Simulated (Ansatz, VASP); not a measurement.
B5P: VASP beside Ansatz

```
B P
1.0
     3.98425    0.00000    0.00000
    -1.99212    3.45046    0.00000
     0.00000    0.00000    3.79189
B P
5 1
Direct
  0.33333 0.66667 0.50000
  0.00000 0.67079 0.00000
  0.67079 0.00000 0.00000
  0.32921 0.32921 0.00000
  0.66667 0.33333 0.50000
  0.00000 0.00000 0.50000
```

Change from the starting cell: species swapped into the MgAu5 type (P-62m, No. 189).

Alike in both runs: task relaxation of cell and atoms; functional PBE; k mesh 5 × 5 × 4; occupations gaussian, width 0.2 eV; no spin polarisation.

|  | VASP | Ansatz |
| --- | --- | --- |
| version | VASP 6.6.1 | Ansatz 0.2.0 |
| potentials or method | VASP PAW PBE potentials, release 64 (B, P), cutoff 500 eV | scalar-relativistic, plane waves, PAW |
| valence electrons in the cell | 20 | 20 |

Ansatz gave:

| Item | Value |
| --- | --- |
| gap on the k mesh at the Fermi level, each at its own relaxed structure (eV) | none |
| relaxed volume (Å³/atom) | 8.25 |
| relaxed cell length with the largest relative difference (Å) | 4.634 |

Q: What did VASP give for the same quantities?

A: gap on the k mesh at the Fermi level, each at its own relaxed structure (eV): none; relaxed volume (Å³/atom): 8.25; relaxed cell length with the largest relative difference (Å): 4.632.

A gap of «none» marks a metal or a gap that the smearing closes.

The k mesh is coarse, so the values compare programs but aren't converged.
